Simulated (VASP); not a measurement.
# Au (Fm-3m) in VASP: further runs

The runs below take Au through single point, with r2SCAN.

Everything below comes from runs of VASP 6.6.1. Logs are shortened: lines on timing, memory, paths and dates and some standing lists are left out, and cuts for length are marked.

## (1) The cell of the first run

It takes space group Fm-3m (No. 225, cubic). Conventional cell: a = 4.123 Å, b = 4.123 Å, c = 4.123 Å, α = 90.00°, β = 90.00°, γ = 90.00°. Au (site symmetry m-3m) has 12 Au at 2.92 Å within 3.8 Å.

## (2) Single point, r2SCAN

The input, POSCAR:

```
Au
1.0
    0.0000000000      2.0615246536      2.0615246536
    2.0615246536      0.0000000000      2.0615246536
    2.0615246536      2.0615246536      0.0000000000
Au
1
Direct
    0.0000000000      0.0000000000      0.0000000000
```

The input, INCAR.step1:

```
PREC     = Accurate       # precision mode
ENCUT    = 520            # plane-wave cutoff, eV
ISMEAR   = 1              # smearing method
SIGMA    = 0.3            # smearing width, eV
LREAL    = F              # projectors in reciprocal space
LASPH    = T              # aspherical terms in the spheres
NELM     = 60             # most SCF steps
NBANDS   = 12             # bands
GGA      = PE             # functional
ALGO     = Normal         # electronic algorithm
EDIFF    = 1E-4           # SCF threshold, eV
LWAVE    = T              # write WAVECAR
LCHARG   = F              # write CHGCAR
```

The input, INCAR.step2:

```
PREC     = Accurate       # precision mode
ENCUT    = 520            # plane-wave cutoff, eV
EDIFF    = 1E-6           # SCF threshold, eV
ISMEAR   = 1              # smearing method
SIGMA    = 0.3            # smearing width, eV
LREAL    = F              # projectors in reciprocal space
LASPH    = T              # aspherical terms in the spheres
NELM     = 60             # most SCF steps
ALGO     = Normal         # electronic algorithm
ISIF     = 2              # what is computed and relaxed
LWAVE    = F              # write WAVECAR
LCHARG   = F              # write CHGCAR
METAGGA  = R2SCAN         # meta-GGA
LMIXTAU  = T            
NBANDS   = 12             # bands
ISTART   = 1
```

The input, KPOINTS:

```
regular mesh
0
Gamma
  13 13 13
```

Potentials or basis: VASP PAW PBE potentials, release 64 (Au).

Launch:

```sh
> cat potpaw_PBE.64/Au/POTCAR > POTCAR
> cp INCAR.step1 INCAR
> mpirun -np 1 vasp_std > vasp.out
> cp INCAR.step2 INCAR
> mpirun -np 1 vasp_std > vasp.out
```

OUTCAR:

```text
PREC = Accurate
   ENCUT = 520
   EDIFF = 1E-6
   ISMEAR = 1
   LREAL = F
   LASPH = T
   NELM = 60
   ISIF = 2
   METAGGA = R2SCAN
   ISTART = 1

 ion  position               nearest neighbor table
   1  0.000  0.000  0.000-

  LATTYP: Found a face centered cubic cell.
 ALAT       =     4.1230493072

  Lattice vectors:

 A1 = (   0.0000000000,   2.0615246536,   2.0615246536)
 A2 = (   2.0615246536,   0.0000000000,   2.0615246536)
 A3 = (   2.0615246536,   2.0615246536,   0.0000000000)

Analysis of symmetry for initial positions (statically):
=====================================================================
 Subroutine PRICEL returns:
 Original cell was already a primitive cell.

 Routine SETGRP: Setting up the symmetry group for a
 face centered cubic supercell.

 Subroutine GETGRP returns: Found 48 space group operations
 (whereof 48 operations were pure point group operations)
 out of a pool of 48 trial point group operations.

The static configuration has the point symmetry O_h .

Analysis of symmetry for dynamics (positions and initial velocities):
=====================================================================
 Subroutine PRICEL returns:
 Original cell was already a primitive cell.

 Routine SETGRP: Setting up the symmetry group for a
 face centered cubic supercell.

 Subroutine GETGRP returns: Found 48 space group operations
 (whereof 48 operations were pure point group operations)
 out of a pool of 48 trial point group operations.

The dynamic configuration has the point symmetry O_h .

 Subroutine INISYM returns: Found 48 space group operations
 (whereof 48 operations are pure point group operations),
 and found     1 'primitive' translations

----------------------------------------------------------------------------------------

                                     Primitive cell

  volume of cell :      17.5225

  direct lattice vectors                    reciprocal lattice vectors
     0.000000000  2.061524654  2.061524654    -0.242538938  0.242538938  0.242538938
     2.061524654  0.000000000  2.061524654     0.242538938 -0.242538938  0.242538938
     2.061524654  2.061524654  0.000000000     0.242538938  0.242538938 -0.242538938

  length of vectors
     2.915436124  2.915436124  2.915436124     0.420089763  0.420089763  0.420089763

  position of ions in fractional coordinates (direct lattice)
     0.000000000  0.000000000  0.000000000

  ion indices of the primitive-cell ions
   primitive index   ion index
                 1           1

----------------------------------------------------------------------------------------

 KPOINTS: regular mesh

Automatic generation of k-mesh.
 Grid dimensions read from file:
 generate k-points for:   13   13   13

 Generating k-lattice:

  Cartesian coordinates                     Fractional coordinates (reciprocal lattice)
    -0.018656841  0.018656841  0.018656841     0.076923077  0.000000000  0.000000000
     0.018656841 -0.018656841  0.018656841     0.000000000  0.076923077  0.000000000
     0.018656841  0.018656841 -0.018656841     0.000000000  0.000000000  0.076923077

  Length of vectors
     0.032314597  0.032314597  0.032314597

  Shift w.r.t. Gamma in fractional coordinates (k-lattice)
     0.000000000  0.000000000  0.000000000

 Subroutine IBZKPT returns following result:
 ===========================================

 Found     84 irreducible k-points:

 Following reciprocal coordinates:
            Coordinates               Weight
  0.000000  0.000000  0.000000      1.000000
  0.076923  0.000000  0.000000      8.000000
  0.153846  0.000000  0.000000      8.000000
  0.230769  0.000000  0.000000      8.000000
  0.307692  0.000000  0.000000      8.000000
  0.384615  0.000000  0.000000      8.000000
[... 16 lines left out ...]
  0.384615  0.153846  0.000000     24.000000
  0.461538  0.153846  0.000000     24.000000
 [... further k-points ...]
   k-points           NKPTS =     84   k-points in BZ     NKDIM =     84   number of bands    NBANDS=     12
   number of dos      NEDOS =    301   number of ions     NIONS =      1
   total plane-waves  NPLWV =  13824
   dimension x,y,z NGX =    24 NGY =   24 NGZ =   24
   dimension x,y,z NGXF=    48 NGYF=   48 NGZF=   48
   ions per type =               1
   NGX,Y,Z   is equivalent  to a cutoff of  13.69, 13.69, 13.69 a.u.
   NGXF,Y,Z  is equivalent  to a cutoff of  27.37, 27.37, 27.37 a.u.
 SYSTEM =  unknown system
   PREC   = accura    normal or accurate (medium, high low for compatibility)
   ISTART =      1    job   : 0-new  1-cont  2-samecut
   ICHARG =      0    charge: 1-file 2-atom 10-const
   ISPIN  =      1    spin polarized calculation?
   LNONCOLLINEAR =      F non collinear calculations
   LSORBIT =      F    spin-orbit coupling
   LASPH  =      T    aspherical Exc in radial PAW
   ENCUT  =  520.0 eV  38.22 Ry    6.18 a.u.   5.42  5.42  5.42*2*pi/ulx,y,z
   NELM   =     60;   NELMIN=  2; NELMDL=  0     # of ELM steps
   EDIFF  = 0.1E-05   stopping-criterion for ELM
   LREAL  =      F    real-space projection
   EDIFFG = 0.1E-04   stopping-criterion for IOM
   NSW    =      0    number of steps for IOM
   IBRION =     -1    ionic relax: 0-MD 1-quasi-New 2-CG
   NFREE  =      0    steps in history (QN), initial steepest desc. (CG)
   ISIF   =      2    stress and relaxation
   ISYM   =      2    0-nonsym 1-usesym 2-fastsym
   POTIM  = 0.5000    time-step for ionic-motion
   TEBEG  =    0.0;   TEEND  =   0.0 temperature during run
   PSTRESS=    0.0 pullay stress
   NELECT =      11.0000    total number of electrons
   NUPDOWN=      -1.0000    fix difference up-down
   EMIN   =  10.00;   EMAX   =-10.00  energy-range for DOS
   EFERMI =   0.00;   METHOD = LEGACY
   ISMEAR =     1;   SIGMA  =   0.30  broadening in eV -4-tet -1-fermi 0-gaus
   EFERMI_NEDOS =   21; number of points for ismear=-14 and -15
   IALGO  =     38    algorithm
   IMIX   =      4    mixing-type and parameters
     AMIX     =   0.40;   BMIX     =  1.00
     AMIX_MAG =   1.60;   BMIX_MAG =  1.00
  volume/ion in A,a.u.               =      17.52       118.25
  Fermi-wavevector in a.u.,A,eV,Ry     =   1.401761  2.648944 26.734535  1.964933
  Thomas-Fermi vector in A             =   2.524590
   LORBIT       =      0    0 simple, 1 ext, 2 COOP (PROOUT), +10 PAW based schemes
   METAGGA = R2SCAN    functional components
   LHFCALC =     F    Hartree Fock is set to
   AEXX    =    0.0000 exact exchange contribution
   IVDW    =     0    specifies the selected vdW correction
   LEPSILON=     F    determine dielectric tensor
   LRPA    =     F    only Hartree local field effects (RPA)
 non-spin polarized calculation
 Methfessel and Paxton  Order N= 1 SIGMA  =   0.30
  energy-cutoff  :      520.00
  volume of cell :       17.52
 maximum number of plane-waves:       495
 NGX is ok and might be reduce to    24
   NGX = 11   NGY = 11   NGZ = 11

 number of electron      11.0000001 magnetization

 Free energy of the ion-electron system (eV)
  ---------------------------------------------------
  ext. energy  EPLUGINS =         0.00000000
  ---------------------------------------------------
  free energy    TOTEN  =       -50.59611459 eV

  energy without entropy =      -50.59499735  energy(sigma->0) =      -50.59574218

 E-fermi :   9.0199     XC(G=0): -13.4351

 val. band max:        8.9645402881   @ k =  -0.4615   0.0769   0.0000
 cond. band min:       9.0435099964   @ k =   0.4615   0.3846   0.0000
 fundamental gap:      0.0789697084
 Fermi energy:         9.0199261375

 k-point     1 :       0.0000    0.0000    0.0000
  band No.  band energies     occupation
      1      -0.9223      2.00000
      2       4.0685      2.00000
      3       4.0685      2.00000
      4       4.0685      2.00000
      5       5.5264      2.00000
      6       5.5264      2.00000
      7      24.2193      0.00000
      8      28.1469      0.00000
      9      28.1469      0.00000
     10      28.1469      0.00000
     11      33.3324      0.00000
     12      37.4859      0.00000

 k-point     2 :       0.0769    0.0000    0.0000
  band No.  band energies     occupation
      1      -0.7141      2.00000
      2       4.0063      2.00000
      3       4.1374      2.00000
      4       4.1374      2.00000
      5       5.4977      2.00000
      6       5.4977      2.00000
      7      24.4368      0.00000
      8      26.8728      0.00000
      9      28.3738      0.00000
     10      28.3738      0.00000
     11      34.0300      0.00000
     12      35.9133      0.00000

 k-point     3 :       0.1538    0.0000    0.0000
  band No.  band energies     occupation
      1      -0.1263      2.00000
      2       3.8827      2.00000
      3       4.2872      2.00000
      4       4.2872      2.00000
      5       5.4737      2.00000
      6       5.4737      2.00000
      7      24.0139      0.00000
      8      25.3018      0.00000
      9      28.9526      0.00000
     10      28.9526      0.00000
     11      32.2746      0.00000
     12      34.4711      0.00000

 k-point     4 :       0.2308    0.0000    0.0000
  band No.  band energies     occupation
      1       0.6811      2.00000
      2       3.9163      2.00000
      3       4.3510      2.00000
      4       4.3510      2.00000
      5       5.6245      2.00000
      6       5.6245      2.00000
      7      21.1714      0.00000
      8      25.3602      0.00000
      9      29.3828      0.00000
     10      29.3828      0.00000
     11      31.3605      0.00000
     12      32.8855      0.00000

 k-point     5 :       0.3077    0.0000    0.0000
  band No.  band energies     occupation
      1       1.3125      2.00000
      2       4.2581      2.00000
      3       4.2581      2.00000
      4       4.5510      2.00000
      5       5.9983      2.00000
      6       5.9983      2.00000
      7      18.0091      0.00000
      8      24.8075      0.00000
      9      28.6441      0.00000
     10      28.6441      0.00000
     11      32.2706      0.00000
     12      32.8555      0.00000
[... 228 lines left out ...]
      1       0.7968      2.00000
      2       3.3716      2.00000
      3       4.5667      2.00000
      4       4.7568      2.00000
      5       5.1460      2.00000
      6       5.9026      2.00000
      7      23.6977      0.00000
      8      25.8836      0.00000
      9      25.9633      0.00000
     10      27.6163      0.00000
     11      29.8982      0.00000
     12      34.4347      0.00000

 k-point    22 :       0.3077    0.1538    0.0000
  band No.  band energies     occupation
      1       1.5558      2.00000
      2       3.3479      2.00000
      3       4.2773      2.00000
      4       4.7999      2.00000
      5       5.8557      2.00000
      6       6.1981      2.00000
      7      20.5218      0.00000
      8      25.2691      0.00000
      9      25.6040      0.00000
     10      27.2974      0.00000
     11      30.6747      0.00000
     12      34.3951      0.00000

 k-point    23 :       0.3846    0.1538    0.0000
  band No.  band energies     occupation
      1       1.9861      2.00000
      2       3.7766      2.00000
      3       4.0484      2.00000
      4       4.6985      2.00000
      5       6.5483      2.00000
      6       6.9717      2.00000
      7      17.2771      0.00000
      8      24.6704      0.00000
      9      24.7634      0.00000
     10      26.4324      0.00000
     11      33.0886      0.00000
     12      34.4730      0.00000

 k-point    24 :       0.4615    0.1538    0.0000
  band No.  band energies     occupation
      1       2.0574      2.00000
      2       3.7765      2.00000
      3       4.5650      2.00000
      4       4.6375      2.00000
      5       6.7516      2.00000
      6       8.5551      2.05081
      7      14.2513     -0.00000
      8      23.6719      0.00000
      9      24.6701      0.00000
     10      25.6277      0.00000
     11      34.6432      0.00000
     12      35.4044      0.00000

 [... further k-points ...]

------------------------ aborting loop because EDIFF is reached ----------------------------------------

  FORCE on cell =-STRESS in cart. coord.  units (eV):
  Direction    XX          YY          ZZ          XY          YZ          ZX
  --------------------------------------------------------------------------------------
  -------------------------------------------------------------------------------------
  Total        0.0208448      0.0208448      0.0208448      0.0000000     -0.0000000      0.0000000
  in kB        1.9059592      1.9059592      1.9059592      0.0000000     -0.0000000      0.0000000
  external PRESSURE =       1.9059592 kB  Pullay stress =       0.0000000 kB

 VOLUME and BASIS-vectors are now :
 -----------------------------------------------------------------------------
  energy-cutoff  :      520.00
  volume of cell :       17.52
      direct lattice vectors                 reciprocal lattice vectors
     0.000000000  2.061524654  2.061524654    -0.242538938  0.242538938  0.242538938
     2.061524654  0.000000000  2.061524654     0.242538938 -0.242538938  0.242538938
     2.061524654  2.061524654  0.000000000     0.242538938  0.242538938 -0.242538938

 POSITION                                       TOTAL-FORCE (eV/Angst)
 -----------------------------------------------------------------------------------
      0.00000      0.00000      0.00000        -0.000000      0.000000     -0.000000
 -----------------------------------------------------------------------------------
    total drift:                               -0.000000      0.000000      0.000000

  FREE ENERGIE OF THE ION-ELECTRON SYSTEM (eV)
  ---------------------------------------------------
  free  energy   TOTEN  =       -50.5961145907 eV

  energy  without entropy=      -50.5949973474  energy(sigma->0) =      -50.59574218
```

Wall time 2.1 min (1 thread of AMD EPYC 7R13, shared host); peak memory 0.12 GiB.

What came out:

| Item | Value |
| --- | --- |
| Free energy | -50.5961 eV |
| Pressure | 0.2 GPa |

Levels at points of the mesh, in eV from the Fermi level:
```
           k point  band 2  band 3  band 4  band 5  band 6  band 7  band 8  band 9  band 10  band 11
(0.00, 0.00, 0.00)   -4.95   -4.95   -4.95   -3.49   -3.49   15.20   19.13   19.13    19.13    24.31
```

Caveat: the PAW data sets were made with another functional, which shifts forces and pressure a little; spin-orbit coupling is left out, which moves the levels of the heavy elements.

[end of part 1 of 2]
